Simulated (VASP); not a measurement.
Runs of VASP 6.6.1 on GaN. The structure is that of space group Fm-3m (No. 225), or close to it. The cells are those of the table. 

```tsv
cell	gap on the mesh (eV)	pressure (GPa)
a = 2.958 Å, angles 60.0°, 2 atoms	0.63	(a)
a = 3.050 Å, angles 60.0°, 2 atoms	0.06	-17.7
a = 2.989 Å, angles 60.0°, 2 atoms	0.43	(c)
a = 3.020 Å, angles 60.0°, 2 atoms	0.24	-12.7
a = 3.079 Å, angles 60.0°, 2 atoms	(b)	-21.6
```

Alike in all rows: task single point; level LDA; potentials or basis VASP PAW LDA potentials, release 64 (Ga_d, N); no spin polarisation; k mesh 8 × 8 × 8; cutoff (eV) 600; smearing fermi-dirac 0.01 eV.

**Question.** Estimate the missing entries.

**Answer.** (a) 0.8; (b) none; (c) -6.6.

A k mesh can miss the band edges, and the runs leave out spin-orbit coupling on Ga.
